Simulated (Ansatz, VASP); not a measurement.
## Two plane-wave programs on MgAlPS4

```xyz
7
Lattice="-2.7816 2.7816 5.2126 2.7816 -2.7816 5.2126 2.7816 2.7816 -5.2126" Properties=species:S:1:pos:R:3 pbc="T T T"
Mg    0.0000    0.0000    5.2126
Al    0.0000    0.0000    0.0000
P     2.7816    0.0000    2.6063
S     1.2591    1.3432    1.3454
S     1.4384   -1.5225    3.8672
S     4.1247    1.5225    3.8672
S     4.3040   -1.3432    1.3454
```

Alike in both runs: functional PBE; k mesh 4 × 4 × 4; occupations gaussian, width 0.1 eV; no spin polarisation.

Ansatz relaxed the structure, and its values are those at the end. VASP's run is a single point on that final structure, the one shown.

|  | VASP | Ansatz |
| --- | --- | --- |
| version | VASP 6.6.1 | Ansatz 0.2.0 |
| potentials or method | VASP PAW PBE potentials, release 64 (Mg, Al, P, S), cutoff 520 eV | scalar-relativistic, plane waves, PAW |
| valence electrons in the cell | 34 | 42 |

|  | VASP | Ansatz | Ansatz less VASP |
| --- | --- | --- | --- |
| gap on the k mesh at the Fermi level (eV) | 0.75 | 0.75 | -0.001 |
| least direct gap on the mesh (eV) | 1.08 | 1.08 | +0.001 |
| pressure (GPa) | 0.0 | 0.1 | +0.14 |
| rms of the force components (eV/Å) | 0.008 | 0.008 | +0.0007 |

VASP's potentials hold 34 valence electrons a cell and Ansatz's 42, so a difference there can come from the potentials and not from the codes.
